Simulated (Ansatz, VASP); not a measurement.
**Two plane-wave programs on MgO**

File INCAR:

```
PREC = Accurate
ENCUT = 600
EDIFF = 1E-6
ISMEAR = 1
SIGMA = 0.05
LREAL = F
LASPH = T
NELM = 120
ALGO = Normal
ISIF = 2
LWAVE = F
LCHARG = F
GGA = PS
NBANDS = 11
GGA_COMPAT = F
```

The input KPOINTS:

```
Automatic mesh
0
Gamma
  9 9 9
```

File POSCAR:

```
MgO
1.0
    0.0000000000      2.1777000000      2.1777000000
    2.1777000000      0.0000000000      2.1777000000
    2.1777000000      2.1777000000      0.0000000000
Mg O
1 1
Direct
    0.0000000000      0.0000000000      0.0000000000
    0.5000000000      0.5000000000      0.5000000000
```

Input for Ansatz:

```yaml
crystal:
  lattice:
    - [0.0, 2.1777, 2.1777]
    - [2.1777, 0.0, 2.1777]
    - [2.1777, 2.1777, 0.0]
  atoms:
    - { symbol: Mg, position: [0.0, 0.0, 0.0] }
    - { symbol: O, position: [0.5, 0.5, 0.5] }
hamiltonian:
  xc: pbesol
  pseudopotentials: { kind: paw }
basis:
  ecutwfc: 420
kpoints:
  mp_grid: { grid: [9, 9, 9] }
scf:
  occupations: { method: methfessel_paxton, width: 0.05 }
  lower_state_search: "off"
  max_iter: 70
output:
  forces: true
  stress: true
```

Alike in both runs: task single point; functional PBEsol; k mesh 9 × 9 × 9; occupations methfessel-paxton of order 1, width 0.05 eV; no spin polarisation.

```csv
,VASP,Ansatz
version,VASP 6.6.1,Ansatz 0.2.0
potentials or method,"VASP PAW PBE potentials, release 64 (Mg, O), cutoff 600 eV","PAW, plane waves, scalar-relativistic"
valence electrons in the cell,8,16
```

Ansatz gave:

- pressure (GPa): -12.7

Problem. What did VASP give for the same quantities?

Solution. Pressure (GPa): -13.5.

VASP's potentials were made for PBE, not for PBEsol. The functional is the same, so the differences come from potentials, cutoffs and numerics. VASP's potentials hold 8 valence electrons a cell and Ansatz's 16, so a difference there can come from the potentials and not from the codes.
